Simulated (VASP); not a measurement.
Wanted: the native input for a VASP 6.6.1 run.

- Task: single point
- Functional: r2SCAN
- Potentials or basis: VASP PAW PBE potentials, release 64 (W_sv)
- Cutoff: 520 eV
- k mesh: 20 × 20 × 20
- Occupations: gaussian, width 0.15 eV
- Spin: no spin polarisation
- Dipole correction: no
- Further INCAR settings: ALGO = Normal; EDIFF = 1e-06; NBANDS = 13

The system is W.

```
W
1.0
    -1.67717    1.67717    1.63723
     1.67717   -1.67717    1.63723
     1.67717    1.67717   -1.63723
W
1
Direct
  0.00000 0.00000 0.00000
```

This cell differs from its parent crystal: strain +0.050 along x and y, +0.025 along z.

These files were run (other wordings do the same):

POSCAR

```
W
1.0
   -1.6771650000      1.6771650000      1.6372325000
    1.6771650000     -1.6771650000      1.6372325000
    1.6771650000      1.6771650000     -1.6372325000
W
1
Direct
    0.0000000000      0.0000000000      0.0000000000
```

INCAR.step1

```
ALGO = Normal ; EDIFF = 1E-4
ENCUT = 520 ; GGA = PE
ISMEAR = 0 ; LASPH = T
LCHARG = F ; LREAL = F
LWAVE = T ; NBANDS = 13
NELM = 60 ; PREC = Accurate
SIGMA = 0.15
```

INCAR.step2

```
ALGO = Normal ; EDIFF = 1E-6
ENCUT = 520 ; ISIF = 2
ISMEAR = 0 ; ISTART = 1
LASPH = T ; LCHARG = F
LMIXTAU = T ; LREAL = F
LWAVE = F ; METAGGA = R2SCAN
NBANDS = 13 ; NELM = 60
PREC = Accurate ; SIGMA = 0.15
```

KPOINTS

```
k-points
0
Gamma
  20 20 20
```

Potentials or basis: VASP PAW PBE potentials, release 64 (W_sv).

Command:

```sh
$ cat potpaw_PBE.64/W_sv/POTCAR > POTCAR
$ cp INCAR.step1 INCAR
$ mpirun -np 1 vasp_std > vasp.out
$ cp INCAR.step2 INCAR
$ mpirun -np 1 vasp_std > vasp.out
```

It gave:

The pressure is -33.9 GPa and the band gap on the k mesh is zero (bands 7 and 8 overlap by 5.28 eV).

Caveat: the cell differs from its parent crystal (strain +0.050 along x and y, +0.025 along z); the cell stands under tension; the PAW data sets were made with another functional, which shifts forces and pressure a little; spin-orbit coupling is left out, which moves the levels of the heavy elements.

Run time: 3 min on 1 thread of Intel(R) Xeon(R) 6975P-C (Granite Rapids) (shared host), peak memory 0.25 GiB.
